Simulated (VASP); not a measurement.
# O (R-3m) in VASP: a series of runs

The runs below take O through single point, with PBEsol.

Program: VASP 6.6.1. These are calculated values, not measurements. Logs are shortened: lines on timing, memory, paths and dates and some standing lists are left out, and cuts for length are marked.

## Step 1: The cell of the first run

Symmetry: R-3m, No. 166, trigonal system. The conventional cell has a = 3.388 Å, b = 3.388 Å, c = 8.299 Å, α = 90.00°, β = 90.00°, γ = 120.00°. O (site symmetry 3m) has 1 O at 1.58 Å within 2.1 Å.

## Step 2: Single point, PBEsol (shortest bond scaled by 0.76)

Contents of INCAR:

```
ALGO = Normal
EDIFF = 1E-7
ENCUT = 520
GGA = PS
ISIF = 2
ISMEAR = -1
LASPH = T
LCHARG = T
LELF = T
LREAL = F
LVHAR = T
LWAVE = F
NBANDS = 13
NELM = 80
PREC = Accurate
SIGMA = 0.05
```

Contents of KPOINTS:

```
k-points
0
Gamma
  11 11 11
```

Contents of POSCAR:

```
O
1.0
    0.0000000000      2.3957099285      2.3957099285
    2.3957099285      0.0000000000      2.3957099285
    2.3957099285      2.3957099285      0.0000000000
O
2
Direct
   -0.2150000000     -0.0950000000     -0.0950000000
    0.2150000000      0.0950000000      0.0950000000
```

Potentials or basis: VASP PAW PBE potentials, release 64 (O).

Run with:

```sh
$ cat potpaw_PBE.64/O/POTCAR > POTCAR
$ mpirun -np 1 vasp_std > vasp.out
```

OUTCAR:

```text
EDIFF = 1E-7
   ENCUT = 520
   GGA = PS
   ISIF = 2
   ISMEAR = -1
   LASPH = T
   LREAL = F
   NELM = 80
   PREC = Accurate

 ion  position               nearest neighbor table
   1  0.785  0.905  0.905-   2 1.58
   2  0.215  0.095  0.095-   1 1.58

  LATTYP: Found a face centered cubic cell.
 ALAT       =     4.7914198570

  Lattice vectors:

 A1 = (   0.0000000000,   2.3957099285,   2.3957099285)
 A2 = (   2.3957099285,   0.0000000000,   2.3957099285)
 A3 = (   2.3957099285,   2.3957099285,   0.0000000000)

Analysis of symmetry for initial positions (statically):
=====================================================================
 Subroutine PRICEL returns:
 Original cell was already a primitive cell.

 Routine SETGRP: Setting up the symmetry group for a
 face centered cubic supercell.

 Subroutine GETGRP returns: Found 12 space group operations
 (whereof  4 operations were pure point group operations)
 out of a pool of 48 trial point group operations.

The static configuration has the point symmetry C_2h.
 The point group associated with its full space group is D_3d.

Analysis of symmetry for dynamics (positions and initial velocities):
=====================================================================
 Subroutine PRICEL returns:
 Original cell was already a primitive cell.

 Routine SETGRP: Setting up the symmetry group for a
 face centered cubic supercell.

 Subroutine GETGRP returns: Found 12 space group operations
 (whereof  4 operations were pure point group operations)
 out of a pool of 48 trial point group operations.

The dynamic configuration has the point symmetry C_2h.
 The point group associated with its full space group is D_3d.

 Subroutine INISYM returns: Found 12 space group operations
 (whereof  4 operations are pure point group operations),
 and found     1 'primitive' translations

----------------------------------------------------------------------------------------

                                     Primitive cell

  volume of cell :      27.5000

  direct lattice vectors                    reciprocal lattice vectors
     0.000000000  2.395709929  2.395709929    -0.208706402  0.208706402  0.208706402
     2.395709929  0.000000000  2.395709929     0.208706402 -0.208706402  0.208706402
     2.395709929  2.395709929  0.000000000     0.208706402  0.208706402 -0.208706402

  length of vectors
     3.388045472  3.388045472  3.388045472     0.361490093  0.361490093  0.361490093

  position of ions in fractional coordinates (direct lattice)
     0.785000000  0.905000000  0.905000000
     0.215000000  0.095000000  0.095000000

  ion indices of the primitive-cell ions
   primitive index   ion index
                 1           1
                 2           2

----------------------------------------------------------------------------------------

 KPOINTS: k-points

Automatic generation of k-mesh.
 Grid dimensions read from file:
 generate k-points for:   11   11   11

 Generating k-lattice:

  Cartesian coordinates                     Fractional coordinates (reciprocal lattice)
    -0.018973309  0.018973309  0.018973309     0.090909091  0.000000000  0.000000000
     0.018973309 -0.018973309  0.018973309     0.000000000  0.090909091  0.000000000
     0.018973309  0.018973309 -0.018973309     0.000000000  0.000000000  0.090909091

  Length of vectors
     0.032862736  0.032862736  0.032862736

  Shift w.r.t. Gamma in fractional coordinates (k-lattice)
     0.000000000  0.000000000  0.000000000

 Subroutine IBZKPT returns following result:
 ===========================================

 Found    146 irreducible k-points:

 Following reciprocal coordinates:
            Coordinates               Weight
  0.000000  0.000000  0.000000      1.000000
  0.090909  0.000000  0.000000      2.000000
  0.000000  0.090909  0.000000      6.000000
  0.181818  0.000000  0.000000      2.000000
  0.000000  0.181818  0.000000      6.000000
  0.272727  0.000000  0.000000      2.000000
[... 16 lines left out ...]
  0.000000  0.454545  0.090909     12.000000
  0.090909  0.000000  0.454545      6.000000
 [... further k-points ...]
   k-points           NKPTS =    146   k-points in BZ     NKDIM =    146   number of bands    NBANDS=     13
   number of dos      NEDOS =    301   number of ions     NIONS =      2
   total plane-waves  NPLWV =  21952
   dimension x,y,z NGX =    28 NGY =   28 NGZ =   28
   dimension x,y,z NGXF=    56 NGYF=   56 NGZF=   56
   ions per type =               2
   NGX,Y,Z   is equivalent  to a cutoff of  13.74, 13.74, 13.74 a.u.
   NGXF,Y,Z  is equivalent  to a cutoff of  27.48, 27.48, 27.48 a.u.
 SYSTEM =  unknown system
   PREC   = accura    normal or accurate (medium, high low for compatibility)
   ISTART =      0    job   : 0-new  1-cont  2-samecut
   ICHARG =      2    charge: 1-file 2-atom 10-const
   ISPIN  =      1    spin polarized calculation?
   LNONCOLLINEAR =      F non collinear calculations
   LSORBIT =      F    spin-orbit coupling
   LASPH  =      T    aspherical Exc in radial PAW
   ENCUT  =  520.0 eV  38.22 Ry    6.18 a.u.   6.30  6.30  6.30*2*pi/ulx,y,z
   NELM   =     80;   NELMIN=  2; NELMDL= -5     # of ELM steps
   EDIFF  = 0.1E-06   stopping-criterion for ELM
   LREAL  =      F    real-space projection
   EDIFFG = 0.1E-05   stopping-criterion for IOM
   NSW    =      0    number of steps for IOM
   IBRION =     -1    ionic relax: 0-MD 1-quasi-New 2-CG
   NFREE  =      0    steps in history (QN), initial steepest desc. (CG)
   ISIF   =      2    stress and relaxation
   ISYM   =      2    0-nonsym 1-usesym 2-fastsym
   POTIM  = 0.5000    time-step for ionic-motion
   TEBEG  =    0.0;   TEEND  =   0.0 temperature during run
   PSTRESS=    0.0 pullay stress
   NELECT =      12.0000    total number of electrons
   NUPDOWN=      -1.0000    fix difference up-down
   EMIN   =  10.00;   EMAX   =-10.00  energy-range for DOS
   EFERMI =   0.00;   METHOD = LEGACY
   ISMEAR =    -1;   SIGMA  =   0.05  broadening in eV -4-tet -1-fermi 0-gaus
   EFERMI_NEDOS =   21; number of points for ismear=-14 and -15
   IALGO  =     38    algorithm
   IMIX   =      4    mixing-type and parameters
     AMIX     =   0.40;   BMIX     =  1.00
     AMIX_MAG =   1.60;   BMIX_MAG =  1.00
  volume/ion in A,a.u.               =      13.75        92.79
  Fermi-wavevector in a.u.,A,eV,Ry     =   1.241722  2.346514 20.978460  1.541873
  Thomas-Fermi vector in A             =   2.376107
   LORBIT       =      0    0 simple, 1 ext, 2 COOP (PROOUT), +10 PAW based schemes
   GGA     = PS    functional components
   LHFCALC =     F    Hartree Fock is set to
   AEXX    =    0.0000 exact exchange contribution
   IVDW    =     0    specifies the selected vdW correction
   LEPSILON=     F    determine dielectric tensor
   LRPA    =     F    only Hartree local field effects (RPA)
 non-spin polarized calculation
  energy-cutoff  :      520.00
  volume of cell :       27.50
 maximum number of plane-waves:       751
 NGX is ok and might be reduce to    28
   NGX = 13   NGY = 13   NGZ = 13

 number of electron      12.0000001 magnetization

 Free energy of the ion-electron system (eV)
  ---------------------------------------------------
  ext. energy  EPLUGINS =         0.00000000
  ---------------------------------------------------
  free energy    TOTEN  =        -7.99573127 eV

  energy without entropy =       -7.98796557  energy(sigma->0) =       -7.99184842

 E-fermi :  -2.1818     XC(G=0):  -8.8278

 val. band max:       -2.1848661393   @ k =   0.1818   0.1818   0.0000
 cond. band min:      -2.1642951399   @ k =   0.1818   0.0000   0.2727
 fundamental gap:      0.0205709994
 Fermi energy:        -2.1817960503

 k-point     1 :       0.0000    0.0000    0.0000
  band No.  band energies     occupation
      1     -22.5822      2.00000
      2     -15.5161      2.00000
      3      -7.8359      2.00000
      4      -4.2043      2.00000
      5      -4.2043      2.00000
      6      -3.1112      2.00000
      7      -3.1112      2.00000
      8       1.3489      0.00000
      9       6.8146      0.00000
     10      18.5898      0.00000
     11      18.5898      0.00000
     12      20.1167      0.00000
     13      20.6343      0.00000

 k-point     2 :       0.0909    0.0000    0.0000
  band No.  band energies     occupation
      1     -22.5105      2.00000
      2     -15.7252      2.00000
      3      -7.6451      2.00000
      4      -4.4317      2.00000
      5      -4.4317      2.00000
      6      -2.8565      2.00000
      7      -2.8565      2.00000
      8       1.2607      0.00000
      9       7.0056      0.00000
     10      18.0024      0.00000
     11      18.0024      0.00000
     12      19.0170      0.00000
     13      21.1179      0.00000

 k-point     3 :       0.0000    0.0909    0.0000
  band No.  band energies     occupation
      1     -22.5429      2.00000
      2     -15.5862      2.00000
      3      -7.8205      2.00000
      4      -4.4575      2.00000
      5      -4.1994      2.00000
      6      -3.1391      2.00000
      7      -2.9055      2.00000
      8       1.3615      0.00000
      9       7.0465      0.00000
     10      17.7425      0.00000
     11      18.5319      0.00000
     12      19.5310      0.00000
     13      20.6110      0.00000
[... 305 lines left out ...]
 k-point    23 :       0.0000    0.4545    0.0909
  band No.  band energies     occupation
      1     -22.0196      2.00000
      2     -16.4740      2.00000
      3      -7.4397      2.00000
      4      -6.3062      2.00000
      5      -4.1308      2.00000
      6      -3.4660      2.00000
      7      -1.4680      0.00000
      8       1.4651      0.00000
      9      10.3473      0.00000
     10      12.7060      0.00000
     11      16.5778      0.00000
     12      18.5712      0.00000
     13      22.2192      0.00000

 k-point    24 :       0.0909    0.0000    0.4545
  band No.  band energies     occupation
      1     -22.0398      2.00000
      2     -16.4057      2.00000
      3      -7.7394      2.00000
      4      -5.8643      2.00000
      5      -4.5742      2.00000
      6      -2.9894      2.00000
      7      -1.7986      0.00094
      8       1.5121      0.00000
      9      10.3339      0.00000
     10      12.7566      0.00000
     11      16.3343      0.00000
     12      19.4906      0.00000
     13      22.3374      0.00000

 [... further k-points ...]

------------------------ aborting loop because EDIFF is reached ----------------------------------------

  FORCE on cell =-STRESS in cart. coord.  units (eV):
  Direction    XX          YY          ZZ          XY          YZ          ZX
  --------------------------------------------------------------------------------------
  -------------------------------------------------------------------------------------
  Total       -4.2860865     -4.2860865     -4.2860865      3.8177625     -3.8177625      3.8177625
  in kB     -249.7116577   -249.7116577   -249.7116577    222.4266387   -222.4266387    222.4266387
  external PRESSURE =    -249.7116577 kB  Pullay stress =       0.0000000 kB

 VOLUME and BASIS-vectors are now :
 -----------------------------------------------------------------------------
  energy-cutoff  :      520.00
  volume of cell :       27.50
      direct lattice vectors                 reciprocal lattice vectors
     0.000000000  2.395709929  2.395709929    -0.208706402  0.208706402  0.208706402
     2.395709929  0.000000000  2.395709929     0.208706402 -0.208706402  0.208706402
     2.395709929  2.395709929  0.000000000     0.208706402  0.208706402 -0.208706402

 POSITION                                       TOTAL-FORCE (eV/Angst)
 -----------------------------------------------------------------------------------
      4.33623      4.04875      4.04875         3.773894     -3.773894     -3.773894
      0.45518      0.74267      0.74267        -3.773894      3.773894      3.773894
 -----------------------------------------------------------------------------------
    total drift:                                0.000000      0.000000      0.000000

  FREE ENERGIE OF THE ION-ELECTRON SYSTEM (eV)
  ---------------------------------------------------
  free  energy   TOTEN  =        -7.9957312749 eV

  energy  without entropy=       -7.9879655742  energy(sigma->0) =       -7.99184842
```

Wall time 52 s (1 thread of Intel Xeon Platinum 8259CL at 2.50GHz (Skylake/Cascade Lake), shared host); peak memory 0.17 GiB.

What came out:

| Quantity | Value |
| --- | --- |
| Free energy | -7.9957 eV |
| Pressure | -25.0 GPa |
| Largest force | 6.537 eV/Å |
| Band gap on the k mesh | zero (band 6 reaches -1.43 eV, above the bottom of band 7 at -3.11 eV) |

Forces on the atoms (eV/Å):
```
O    3.774 -3.774 -3.774
O   -3.774  3.774  3.774
```

Caveat: the cell differs from its parent crystal (shortest bond scaled by 0.76); the PAW data sets were made with another functional, which shifts forces and pressure a little.

## Step 3: Single point, PBEsol (shortest bond scaled by 0.76)

Contents of INCAR:

```
SYSTEM = O
  ALGO = Normal
  EDIFF = 1E-6
  ENCUT = 520
  GGA = PS
  ISIF = 2
  ISMEAR = -1
  LASPH = .True.
  LCHARG = .True.
  LELF = .True.
  LREAL = .False.
  LVHAR = .True.
  LWAVE = .False.
  NBANDS = 13
  NELM = 100
  PREC = Accurate
  SIGMA = 0.05
```

Contents of KPOINTS:

```
k-points
0
Gamma
  11 11 11
  0 0 0
```

POSCAR is that of step 2.

Potentials or basis: VASP PAW PBE potentials, release 64 (O).

Run with:

```sh
$ cat potpaw_PBE.64/O/POTCAR > POTCAR
$ mpirun -np 1 vasp_std > vasp.out
```

It took 57 s on 1 thread of Intel Xeon Platinum 8259CL at 2.50GHz (Skylake/Cascade Lake), shared host; peak memory 0.17 GiB.

It converged, with:

```yaml
Free_energy: -7.9957 eV
Pressure: -25.0 GPa
Largest_force: 6.536 eV/Å
Band_gap_on_the_k_mesh: zero (band 6 reaches -1.43 eV, above the bottom of band 7 at -3.11 eV)
```

Forces on the atoms (eV/Å):
```
O    3.774 -3.774 -3.774
O   -3.774  3.774  3.774
```

Stress tensor (GPa, compression positive):
```
-24.98  22.24  22.24
 22.24 -24.98 -22.24
 22.24 -22.24 -24.98
```

Levels at points of the mesh, in eV from the Fermi level:
```csv
k point,band 4,band 5,band 6,band 7,band 8,band 9
"(0.00, 0.00, 0.00)",-2.02,-2.02,-0.93,-0.93,3.53,9.00
```

Caveat: the cell differs from its parent crystal (shortest bond scaled by 0.76); the PAW data sets were made with another functional, which shifts forces and pressure a little.

## Step 4: Single point, PBEsol (shortest bond scaled by 0.58)

Contents of INCAR:

```
SYSTEM = O
PREC = Accurate
ENCUT = 520
EDIFF = 1E-7
ISMEAR = -1
SIGMA = 0.05
LREAL = .False.
LASPH = .True.
NELM = 60
ALGO = Normal
ISIF = 2
LWAVE = .False.
LCHARG = .False.
GGA = PS
NBANDS = 13
```

Contents of KPOINTS:

```
regular mesh
0
Gamma
  11 11 11
  0 0 0
```

Contents of POSCAR:

```
O
1.0
    0.0000000000      2.3957099285      2.3957099285
    2.3957099285      0.0000000000      2.3957099285
    2.3957099285      2.3957099285      0.0000000000
O
2
Direct
   -0.2825000000     -0.0725000000     -0.0725000000
    0.2825000000      0.0725000000      0.0725000000
```

Run with:

```sh
$ cat potpaw_PBE.64/O/POTCAR > POTCAR
$ mpirun -np 1 vasp_std > vasp.out
```

Wall time 47 s (1 thread of Intel Xeon Platinum 8259CL at 2.50GHz (Skylake/Cascade Lake), shared host); peak memory 0.17 GiB.

Results (log left out):

* Free energy: -9.7640 eV
* Pressure: 2.7 GPa
* Largest force: 2.272 eV/Å
* Band gap on the k mesh: zero (band 6 reaches 0.23 eV, above the bottom of band 7 at -0.80 eV)

Forces on the atoms (eV/Å):
```
O   -1.312  1.312  1.312
O    1.312 -1.312 -1.312
```

Stress tensor (GPa, compression positive):
```
 2.75 -3.18 -3.18
-3.18  2.75  3.18
-3.18  3.18  2.75
```

Levels at points of the mesh, in eV from the Fermi level:
| k point | band 4 | band 5 | band 6 | band 7 | band 8 | band 9 |
| --- | --- | --- | --- | --- | --- | --- |
| (0.00, 0.00, 0.00) | -6.55 | -6.55 | -0.33 | -0.33 | 7.07 | 10.05 |

Caveat: the cell differs from its parent crystal (shortest bond scaled by 0.58); the standard files for N, O and F lose accuracy on very short bonds; spin is off for a triplet molecule; the PAW data sets were made with another functional, which shifts forces and pressure a little.
